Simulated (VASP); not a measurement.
# Li5Mg11 in VASP: a series of runs, part 2 of 3

VASP 6.6.1. Earlier steps stand in the parts before.

## 4. Single point, PBE

INCAR

```
ALGO     = Normal         # electronic algorithm
EDIFF    = 1E-7           # SCF threshold, eV
ENCUT    = 520            # plane-wave cutoff, eV
GGA      = PE             # functional
ISIF     = 2              # what is computed and relaxed
ISMEAR   = -1             # smearing method
ISYM     = 0            
LASPH    = True           # aspherical terms in the spheres
LCHARG   = False          # write CHGCAR
LREAL    = Auto         
LWAVE    = False          # write WAVECAR
NBANDS   = 32             # bands
NELM     = 60             # most SCF steps
PREC     = Accurate       # precision mode
SIGMA    = 0.0698         # smearing width, eV
```

KPOINTS

```
Automatic mesh
0
Gamma
  1 1 1
  0.25 0.25 0.25
```

POSCAR

```
Li5Mg11
1.0
    6.9874180000      0.1521120000      0.1432780000
    0.1521120000      7.2620990000     -0.0841100000
    0.1432780000     -0.0841100000      7.1109010000
Mg Li
11 5
Direct
    0.5320208447      0.8007145593      0.2017733363
    0.7549163035      0.4483142581      0.0314511219
    1.0115025645      0.6513442702      0.6610539933
    0.0422108144      0.2019481072      0.7604912478
    0.2058818344      0.8757335248      0.4356634426
    0.3170000175      0.5284573839      0.9115960723
    0.2577575837      0.1447469344      0.0950967639
    1.0249164427      0.7310625544      0.1091515257
    0.6259959589      0.7650207081      0.6126812120
    0.3687450885      0.5018167152      0.3938677736
    0.4250287230      0.1355361874      0.5579500662
    0.6944806115      0.0718028712      0.9152109622
    0.2621166788      0.8930411189      0.8211164992
    0.6657595164      0.4021250015      0.6815905666
    0.8796650797      0.1023342467      0.3317684609
    0.8334337377      0.5292789114      0.3687685893
```

Potentials or basis: VASP PAW PBE potentials, release 64 (Mg, Li_sv).

Run with:

```sh
cat potpaw_PBE.64/Mg/POTCAR potpaw_PBE.64/Li_sv/POTCAR > POTCAR
mpirun -np 1 vasp_std > vasp.out
```

OUTCAR:

```text
EDIFF = 1E-7
   ENCUT = 520
   GGA = PE
   ISIF = 2
   ISMEAR = -1
   ISYM = 0
   LASPH = True
   LREAL = Auto
   NELM = 60
   PREC = Accurate

 ion  position               nearest neighbor table
   1  0.532  0.801  0.202-   5 2.79  10 2.85   9 3.04  12 3.08  16 3.11   2 3.13   7 3.21   6 3.28
                             8 3.50  11 3.51
   2  0.755  0.448  0.031-  16 2.54  14 2.61  12 2.89   8 2.91   1 3.13   4 3.19   6 3.24   3 3.51

   3  0.012  0.651  0.661-  16 2.62   5 2.68  13 2.79   9 2.82   6 2.96  14 3.08  10 3.21   8 3.23
                             4 3.36   2 3.51
   4  0.042  0.202  0.760-  13 2.72  12 2.84   7 2.90  11 3.00  14 3.03   2 3.19   6 3.30   3 3.36
                             5 3.40
   5  0.206  0.876  0.436-  11 2.63   3 2.68  13 2.79   1 2.79  15 2.89   8 2.89  10 2.90   7 3.17
                             9 3.32   4 3.40
   6  0.317  0.528  0.912-  13 2.75   8 2.78   3 2.96  14 2.98   7 3.14   2 3.24   1 3.28   4 3.30
                            10 3.47   9 3.50
   7  0.258  0.145  0.095-  13 2.64   4 2.90  15 3.11   6 3.14   5 3.17   1 3.21  10 3.45   8 3.48
                            11 3.54
   8  0.025  0.731  0.109-  16 2.73   6 2.78  13 2.89   5 2.89   2 2.91   3 3.23   7 3.48   1 3.50
                            10 3.59
   9  0.626  0.765  0.613-  14 2.70  16 2.74   3 2.82  13 2.99  11 3.02   1 3.04  10 3.11  12 3.13
                             5 3.32   6 3.50
  10  0.369  0.502  0.394-   1 2.85   5 2.90  11 2.95  14 3.05   9 3.11   3 3.21   7 3.45   6 3.47
                             8 3.59
  11  0.425  0.136  0.558-   5 2.63  14 2.77  13 2.84  10 2.95   4 3.00   9 3.02   1 3.51   7 3.54

  12  0.694  0.072  0.915-   4 2.84   2 2.89   1 3.08   9 3.13
  13  0.262  0.893  0.821-   7 2.64   4 2.72   6 2.75   5 2.79   3 2.79  11 2.84   8 2.89   9 2.99

  14  0.666  0.402  0.682-   2 2.61   9 2.70  11 2.77   6 2.98   4 3.03  10 3.05   3 3.08
  15  0.880  0.102  0.332-   5 2.89   7 3.11
  16  0.833  0.529  0.369-   2 2.54   3 2.62   8 2.73   9 2.74   1 3.11

IMPORTANT INFORMATION: All symmetrisations will be switched off!
NOSYMM: (Re-)initialisation of all symmetry stuff for point group C_1.

----------------------------------------------------------------------------------------
[... 126 lines left out ...]
   LEPSILON=     F    determine dielectric tensor
   LRPA    =     F    only Hartree local field effects (RPA)
 non-spin polarized calculation
  energy-cutoff  :      520.00
  volume of cell :      360.46
 maximum number of plane-waves:      9714
 NGX is ok and might be reduce to    54
   NGX = 25   NGY = 27   NGZ = 27

 number of electron      36.9999995 magnetization

 Free energy of the ion-electron system (eV)
  ---------------------------------------------------
  ext. energy  EPLUGINS =         0.00000000
  ---------------------------------------------------
  free energy    TOTEN  =       -23.40784721 eV

  energy without entropy =      -23.25471752  energy(sigma->0) =      -23.33128236

 E-fermi :   1.8224     XC(G=0):  -7.9829

 val. band max:        1.8077793201   @ k =   0.2500   0.2500   0.2500
 cond. band min:       2.0711350174   @ k =   0.2500   0.2500   0.2500
 fundamental gap:      0.2633556974
 Fermi energy:         1.8223922679

 k-point     1 :       0.2500    0.2500    0.2500
  band No.  band energies     occupation
      1     -45.3100      2.00000
      2     -44.9647      2.00000
      3     -44.5364      2.00000
      4     -44.2253      2.00000
      5     -44.1088      2.00000
      6      -3.8427      2.00000
[... 22 lines left out ...]
     29       4.6346      0.00000
     30       4.8392      0.00000
 [bands above 30 left out]

------------------------ aborting loop because EDIFF is reached ----------------------------------------

  FORCE on cell =-STRESS in cart. coord.  units (eV):
  Direction    XX          YY          ZZ          XY          YZ          ZX
  --------------------------------------------------------------------------------------
  -------------------------------------------------------------------------------------
  Total        1.6358009      7.5614988      5.1688670      5.4882104      2.3944736      5.3909129
  in kB        7.2707482     33.6090740     22.9743912     24.3937973     10.6428690     23.9613327
  external PRESSURE =      21.2847378 kB  Pullay stress =       0.0000000 kB

 VOLUME and BASIS-vectors are now :
 -----------------------------------------------------------------------------
  energy-cutoff  :      520.00
  volume of cell :      360.46
      direct lattice vectors                 reciprocal lattice vectors
     6.987418000  0.152112000  0.143278000     0.143240350 -0.003034157 -0.002922048
     0.152112000  7.262099000 -0.084110000    -0.003034157  0.137784372  0.001690893
     0.143278000 -0.084110000  7.110901000    -0.002922048  0.001690893  0.140708032

 POSITION                                       TOTAL-FORCE (eV/Angst)
 -----------------------------------------------------------------------------------
      3.86816      5.87882      1.44367         0.455825      0.194624     -0.600760
      5.34762      3.36789      0.29410        -0.247067     -0.133762     -0.400845
      0.27416      4.67627      4.64755        -0.220876     -0.408700      0.872093
      0.43462      1.40902      5.39684        -0.505822      0.284869     -0.529263
      1.63421      6.35434      3.05380        -0.339546      0.350555     -0.456174
      2.42601      3.80926      6.48324         0.715843     -0.753880      0.039390
[... 8 lines left out ...]
      6.20969      0.84906      2.47660        -0.375058     -0.049376      0.281280
      5.95690      3.93943      2.69717         0.066012     -0.219807      0.237268
 -----------------------------------------------------------------------------------
    total drift:                               -0.004360      0.004297      0.003283

  FREE ENERGIE OF THE ION-ELECTRON SYSTEM (eV)
  ---------------------------------------------------
  free  energy   TOTEN  =       -23.4078472054 eV

  energy  without entropy=      -23.2547175187  energy(sigma->0) =      -23.33128236
```

OSZICAR:

```text
N       E                     dE             d eps       ncg     rms          rms(c)
DAV:   1     0.117942161820E+03    0.11794E+03   -0.13668E+04    72   0.968E+02
DAV:   2     0.189876993227E+01   -0.11604E+03   -0.10957E+03    64   0.193E+02
DAV:   3    -0.200036571511E+02   -0.21902E+02   -0.21513E+02   104   0.462E+01
DAV:   4    -0.242327317194E+02   -0.42291E+01   -0.41597E+01   112   0.258E+01
DAV:   5    -0.245812539988E+02   -0.34852E+00   -0.34849E+00   104   0.569E+00    0.368E+00
DAV:   6    -0.236248483785E+02    0.95641E+00   -0.13555E+00    80   0.331E+00    0.196E+00
DAV:   7    -0.234147817676E+02    0.21007E+00   -0.72540E-01    88   0.218E+00    0.696E-01
DAV:   8    -0.234103556389E+02    0.44261E-02   -0.14226E-01    96   0.116E+00    0.383E-01
DAV:   9    -0.234082519720E+02    0.21037E-02   -0.48307E-03    80   0.263E-01    0.175E-01
DAV:  10    -0.234078496079E+02    0.40236E-03   -0.13096E-03    88   0.136E-01    0.254E-02
DAV:  11    -0.234078448249E+02    0.47830E-05   -0.13883E-04    96   0.424E-02    0.865E-03
DAV:  12    -0.234078468222E+02   -0.19972E-05   -0.80573E-06    80   0.112E-02    0.272E-03
DAV:  13    -0.234078471911E+02   -0.36897E-06   -0.13548E-06    80   0.389E-03    0.126E-03
DAV:  14    -0.234078472054E+02   -0.14267E-07   -0.17404E-07    64   0.170E-03
   1 F= -.23407847E+02 E0= -.23331282E+02  d E =-.153130E+00
```

stdout:

```text
POSCAR found type information on POSCAR MgLi
 POSCAR found :  2 types and      16 ions
 scaLAPACK will be used
 LDA part: xc-table for (Slater+PW92), standard interpolation
 POSCAR, INCAR and KPOINTS ok, starting setup
 FFT: planning ... GRIDC
 FFT: planning ... GRID_SOFT
 FFT: planning ... GRID
 WAVECAR not read
 entering main loop
```

It took 87 s on 1 thread of Intel Xeon 8259CL, shared host; peak memory 0.35 GiB.

What came out:

```yaml
Free_energy: -23.4078 eV
Largest_force: 1.040 eV/Å
Band_gap_on_the_k_mesh: zero (an odd number of electrons rules out a gap without spin polarisation)
```

Forces on the atoms (eV/Å):
```
Mg   0.456  0.195 -0.601
Mg  -0.247 -0.134 -0.401
Mg  -0.221 -0.409  0.872
Mg  -0.506  0.285 -0.529
Mg  -0.340  0.351 -0.456
Mg   0.716 -0.754  0.039
Mg   0.288  0.338  0.798
Mg  -0.194  0.648  0.042
Mg  -0.561  0.584  0.186
Mg  -0.089 -0.702 -0.183
Mg   0.858  0.566  0.017
Li  -0.124 -0.222 -0.167
Li   0.219 -0.130  0.112
Li   0.053 -0.347 -0.248
Li  -0.375 -0.049  0.281
Li   0.066 -0.220  0.237
```

Levels at points of the mesh, in eV from the Fermi level:
| k point | band 17 | band 18 | band 19 | band 20 | band 21 | band 22 |
| --- | --- | --- | --- | --- | --- | --- |
| (0.25, 0.25, 0.25) | -0.49 | -0.17 | -0.01 | 0.25 | 0.75 | 0.94 |

Caveat: the k points lie up to 0.90 Å⁻¹ apart, too coarse for converged energies and pressures of a metal; the cutoff is under 1.25 times the usual one of these potentials, so pressure, stress and relaxed cells hold a basis-set (Pulay) error; the atoms stand as in a frame of molecular dynamics.

## 5. Single point, PBE

INCAR

```
SYSTEM = Li5Mg11
  PREC = Accurate
  ENCUT = 520
  EDIFF = 1E-6
  ISMEAR = -1
  SIGMA = 0.05
  LREAL = Auto
  LASPH = .True.
  NELM = 60
  ALGO = Normal
  ISIF = 2
  LWAVE = .False.
  LCHARG = .True.
  GGA = PE
  LELF = .True.
  LVHAR = .True.
  ISYM = 0
  NBANDS = 32
```

KPOINTS is that of step 4.

POSCAR

```
Li5Mg11
1.0
    6.9874180000      0.1521120000      0.1432780000
    0.1521120000      7.2620990000     -0.0841100000
    0.1432780000     -0.0841100000      7.1109010000
Mg Li
11 5
Direct
    0.5641665023      0.8095571814      0.1362488673
    0.7941821796      0.4144289927      1.0010226254
    0.9880592617      0.6953693206      0.7007908504
    0.0781624947      0.2717506393      0.6642432485
    0.1999868849      0.9014435728      0.4449158690
    0.3203234835      0.5100794946      0.9333234253
    0.1502112647      0.1688682429      0.1488031599
    0.0117828615      0.7750132268      0.1087634517
    0.5601982142      0.7361980634      0.6075626056
    0.3140221030      0.4965048632      0.3397099137
    0.4788992249      0.1447453835      0.4985093747
    0.7951184805      0.0326004387      0.8317878476
    0.2518690727      0.9792850045      0.8167514025
    0.6471601873      0.3850319119      0.6718427407
    0.8381702620      0.0149031739      0.4289986806
    0.8751458629      0.5134508606      0.3674256192
```

Run with:

```sh
cat potpaw_PBE.64/Mg/POTCAR potpaw_PBE.64/Li_sv/POTCAR > POTCAR
mpirun -np 1 vasp_std > vasp.out
```

It took 92 s on 1 thread of Intel Xeon 8259CL, shared host; peak memory 0.36 GiB.

Results (log left out):

```
Free energy            : -24.3929 eV
Largest force          : 0.637 eV/Å
Band gap on the k mesh : zero (an odd number of electrons rules out a gap without spin polarisation)
```

Forces in eV/Å, atoms in the order of the input:
```
Mg  -0.211 -0.090  0.209
Mg  -0.010  0.286  0.132
Mg  -0.166 -0.327  0.118
Mg  -0.151  0.183 -0.150
Mg   0.124 -0.252 -0.572
Mg   0.092 -0.248 -0.534
Mg   0.034  0.257 -0.074
Mg   0.120  0.020  0.019
Mg  -0.011  0.276  0.011
Mg   0.169  0.074  0.486
Mg  -0.110  0.071 -0.206
Li  -0.110  0.102  0.108
Li   0.247 -0.346  0.429
Li   0.228  0.037  0.004
Li  -0.058 -0.045 -0.125
Li  -0.186  0.003  0.144
```

Levels at points of the mesh, in eV from the Fermi level:
| k point | band 16 | band 17 | band 18 | band 19 | band 20 | band 21 | band 22 | band 23 |
| --- | --- | --- | --- | --- | --- | --- | --- | --- |
| (0.25, 0.25, 0.25) | -0.84 | -0.52 | -0.15 | -0.01 | 0.32 | 0.81 | 1.17 | 1.39 |

Caveat: the k points lie up to 0.90 Å⁻¹ apart, too coarse for converged energies and pressures of a metal; the cutoff is under 1.25 times the usual one of these potentials, so pressure, stress and relaxed cells hold a basis-set (Pulay) error; the atoms stand as in a frame of molecular dynamics.

[end of part 2 of 3]

The gap in the log of VASP goes by the Fermi energy; the results here count the filled bands.